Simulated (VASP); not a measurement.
Input of a VASP 6.6.1 run:

File INCAR:

```
SYSTEM = Ni
PREC = Accurate
ENCUT = 520
EDIFF = 1E-6
ISMEAR = -1
SIGMA = 0.05
LREAL = .False.
LASPH = .True.
NELM = 150
ALGO = Normal
ISIF = 2
LWAVE = .False.
LCHARG = .True.
ISPIN = 2
MAGMOM = 1 1 1 1
LORBIT = 11
LMAXMIX = 4
LDIPOL = .True.
IDIPOL = 3
DIPOL = 0.5 0.5 0.500
GGA = PE
LELF = .True.
LVHAR = .True.
LVACPOTAV = .True.
NBANDS = 32
```

KPOINTS

```
Automatic mesh
0
Gamma
  19 19 1
  0 0 0
```

Contents of POSCAR:

```
Ni
1.0
    2.4880369258      0.0000000000      0.0000000000
   -1.2440184629      2.1547031833      0.0000000000
    0.0000000000      0.0000000000     22.0944000000
Ni
4
Direct
    0.0000000000      0.0000000000      0.3634997682
    0.3333333333      0.6666666667      0.4542488187
    0.6666666667      0.3333333333      0.5457515026
    0.0000000000      0.0000000000      0.6364999099
```

Potentials or basis: VASP PAW PBE potentials, release 64 (Ni).

Launch:

```bash
$ cat potpaw_PBE.64/Ni/POTCAR > POTCAR
$ mpirun -np 1 vasp_std > vasp.out
```

Predict the net moment.

2.63 μB per cell.

What does it give for the site moments?

Ni +0.67, +0.68 (each value once) μB.
